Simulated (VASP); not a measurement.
Runs of VASP 6.6.1 on Ag. The structure is that of space group P6_3/mmc (No. 194), or close to it. The cells are those of the table. This isn't the form of Ag at room conditions, which is fcc.

```tsv
cell	k mesh	gap on the mesh (eV)	pressure (GPa)
a = 3.046, b = 3.046, c = 10.050 Å, angles 90.0, 90.0, 120.0°, 4 atoms	14 × 14 × 4	none	(a)
a = 2.929, b = 2.929, c = 9.663 Å, angles 90.0, 90.0, 120.0°, 4 atoms	14 × 14 × 4	none	3.4
a = 2.969, b = 2.969, c = 9.795 Å, angles 90.0, 90.0, 120.0°, 4 atoms	13 × 13 × 3	none	-0.1
a = 2.887, b = 2.887, c = 9.527 Å, angles 90.0, 90.0, 120.0°, 4 atoms	14 × 14 × 4	none	(b)
a = 2.969, b = 2.969, c = 9.795 Å, angles 90.0, 90.0, 120.0°, 4 atoms	14 × 14 × 4	none	0.1
a = 2.845, b = 2.845, c = 9.387 Å, angles 90.0, 90.0, 120.0°, 4 atoms	14 × 14 × 4	none	13.7
a = 3.008, b = 3.008, c = 9.924 Å, angles 90.0, 90.0, 120.0°, 4 atoms	14 × 14 × 4	none	-2.5
```

Alike in all rows: task single point; level RPBE; potentials or basis VASP PAW PBE potentials, release 64 (Ag); no spin polarisation; cutoff (eV) 520; smearing fermi-dirac 0.1 eV.

Task: Fill in the values left out.

Result: (a) -4.4; (b) 7.9.

Caveats: the PAW data sets were made with another functional, which shifts forces and pressure a little; the cell stands under pressure (at least some runs); the cell stands under tension (at least some runs).

A k mesh can miss the band edges, and the runs leave out spin-orbit coupling on Ag.

A gap of «none» marks levels without a gap at the run's occupations.
